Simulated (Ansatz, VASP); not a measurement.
**SnTe2: VASP beside Ansatz**

```xyz
6
Lattice="7.0732 0.0000 0.0000 0.0000 7.0732 0.0000 0.0000 0.0000 4.4089" Properties=species:S:1:pos:R:3 pbc="T T T"
Sn    0.0000    0.0000    0.0000
Sn    3.5366    3.5366    2.2044
Te    2.1271    2.1271    0.0000
Te    1.4095    5.6637    2.2044
Te    4.9461    4.9461    0.0000
Te    5.6637    1.4095    2.2044
```

Change from the starting cell: species swapped into the WO2 type (P4_2/mnm, No. 136).

Alike in both runs: functional PBE; k mesh 4 × 4 × 4; occupations gaussian, width 0.1 eV; no spin polarisation.

Ansatz relaxed the structure, and its values are those at the end. VASP's run is a single point on that final structure, the one shown.

|  | VASP | Ansatz |
| --- | --- | --- |
| version | VASP 6.6.1 | Ansatz 0.2.0 |
| potentials or method | VASP PAW PBE potentials, release 64 (Sn_d, Te), cutoff 520 eV | scalar-relativistic, plane waves, PAW |
| valence electrons in the cell | 52 | 92 |

Ansatz gave:

* gap on the k mesh at the Fermi level (eV): none
* pressure (GPa): 0.1
* rms of the force components (eV/Å): 0.011

**Question.** Estimate VASP's values.

**Answer.** gap on the k mesh at the Fermi level (eV): none; pressure (GPa): 0.1; rms of the force components (eV/Å): 0.012.

A gap of «none» marks a metal or a gap that the smearing closes. VASP's potentials hold 52 valence electrons a cell and Ansatz's 92, so a difference there can come from the potentials and not from the codes.

Spin-orbit coupling is off throughout.
